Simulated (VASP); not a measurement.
Input of a VASP 6.6.1 run:

Contents of INCAR:

```
SYSTEM = Zr2SiO4
PREC = Accurate ; ENCUT = 520
EDIFF = 1E-6 ; ISMEAR = 0
SIGMA = 0.05 ; LREAL = .False.
LASPH = .True. ; NELM = 200
ALGO = Normal ; ISIF = 2
LWAVE = .False. ; LCHARG = .True.
ISPIN = 2 ; MAGMOM = 0 0 0 0 0 0 2
LORBIT = 11 ; LMAXMIX = 4
LDIPOL = .True. ; IDIPOL = 3
DIPOL = 0.5 0.5 0.318 ; GGA = PE
IVDW = 12 ; LVHAR = .True.
LVACPOTAV = .True. ; NBANDS = 39
GGA_COMPAT = .False. ; NELMDL = -8
KPAR = 4
```

KPOINTS

```
regular mesh
0
Gamma
  9 9 1
  0 0 0
```

Contents of POSCAR:

```
Zr2SiO4
1.0
    3.5974414580      0.0000000000      0.0000000000
   -1.7987207290      3.1154756913      0.0000000000
    0.0000000000      0.0000000000     21.3728427344
O Zr Si
4 2 1
Direct
    0.0000000000      0.0000000000      0.1871533913
    0.3333333333      0.6666666667      0.2558690668
    0.6666666667      0.3333333333      0.3197992968
    0.0000000000      0.0000000000      0.3917514782
    0.6666666667      0.3333333333      0.2215112290
    0.3333333333      0.6666666667      0.3546358399
    0.5000000000      0.3333333333      0.4946858434
```

Potentials or basis: VASP PAW PBE potentials, release 64 (O, Zr_sv, Si).

Command:

```bash
$ cat potpaw_PBE.64/O/POTCAR potpaw_PBE.64/Zr_sv/POTCAR potpaw_PBE.64/Si/POTCAR > POTCAR
$ mpirun -np 4 vasp_std > vasp.out
```

**Question.** Predict the net moment.

**Answer.** 0.00 μB per cell.

**Question.** What does it give for the band gap on the k mesh?

**Answer.** Zero (filled and empty bands overlap).

Forces in eV/Å, atoms in the order of the input:
```
O    0.002 -0.003 -0.588
O    0.023 -0.008  0.184
O    0.069  0.014  0.101
O    0.246  0.110 -0.259
Zr   0.000  0.002  0.205
Zr  -0.152  0.016  0.351
Si  -0.189 -0.132  0.006
```
